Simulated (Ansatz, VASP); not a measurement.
# One calculation of MnO, two programs

```
CELL_PARAMETERS angstrom
0.00000 2.22300 2.22300
2.22300 0.00000 2.22300
2.22300 2.22300 0.00000
ATOMIC_POSITIONS crystal
Mn 0.99112 0.98843 0.03579
O 0.46652 0.50651 0.53520
```

Alike in both runs: task single point; functional LDA; k mesh 6 × 6 × 6; collinear spin; Hubbard terms Mn d U = 3.0 eV.

|  | VASP | Ansatz |
| --- | --- | --- |
| version | VASP 6.6.1 | Ansatz 0.2.0 |
| potentials or method | VASP PAW LDA potentials, release 64 (Mn_pv, O), cutoff 520 eV | plane waves, PAW |
| occupations | methfessel-paxton of order 1, width 0.05 eV | cold, width 0.05 eV |
| valence electrons in the cell | 19 | 21 |

Ansatz gave:

```
pressure (GPa)                                                : -4.1
traceless stress, the component that is largest in VASP (GPa) : 0.32
rms of the force components (eV/Å)                            : 0.100
net moment per atom (μB)                                      : 2.50
size of the moment on the site where the two differ most (μB) : 4.18
```

What did VASP give for the same quantities?

Pressure (GPa): -5.4; traceless stress, the component that is largest in VASP (GPa): 0.31; rms of the force components (eV/Å): 0.113; net moment per atom (μB): 2.50; size of the moment on the site where the two differ most (μB): 4.55.

LDA's correlation is that of Perdew and Zunger in VASP and of Perdew and Wang (1992) in Ansatz. Site moments also hang on the region over which each program counts them. The programs project onto different local orbitals, so the same U acts differently, and such runs can settle in different states. Atom by atom the forces differ by 0.013 eV/Å (rms over components). VASP's potentials hold 19 valence electrons a cell and Ansatz's 21, so a difference there can come from the potentials and not from the codes. Ansatz's warnings: filled band counts differ across k points, stability check not made, stress scf threshold loose.

The k mesh is coarse, so the values compare programs but aren't converged.
